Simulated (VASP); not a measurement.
A run of VASP 6.6.1:

INCAR

```
PREC = Accurate
ENCUT = 520
EDIFF = 1E-7
ISMEAR = 0
SIGMA = 0.15
LREAL = False
LASPH = True
NELM = 80
ALGO = Fast
ISIF = 2
LWAVE = False
LCHARG = True
LELF = True
LVHAR = True
NBANDS = 18
```

The input KPOINTS:

```
Automatic mesh
0
Gamma
  16 16 16
```

The input POSCAR:

```
TiAl3
1.0
   -1.8689006889      1.8689006889      3.8725491175
    1.8689006889     -1.8689006889      3.8725491175
    1.8689006889      1.8689006889     -3.8725491175
Ti Al
1 3
Direct
    0.0000000000      0.0000000000      0.0000000000
    0.5000000000      0.5000000000      0.0000000000
    0.7500000000      0.2500000000      0.5000000000
    0.2500000000      0.7500000000      0.5000000000
```

Potentials or basis: VASP PAW LDA potentials, release 64 (Ti_sv, Al).

Run with:

```sh
$ cat potpaw_LDA.64/Ti_sv/POTCAR potpaw_LDA.64/Al/POTCAR > POTCAR
$ mpirun -np 1 vasp_std > vasp.out
```

Hardware: 1 thread of Intel(R) Xeon(R) 6975P-C (Granite Rapids), on a shared host.

Task: Estimate the wall time of this run.

Result: Run time: 9.3 min on 1 thread of Intel(R) Xeon(R) 6975P-C (Granite Rapids), with other jobs on the host, peak memory 0.43 GiB. Counts: scf iterations 44, k points 349.
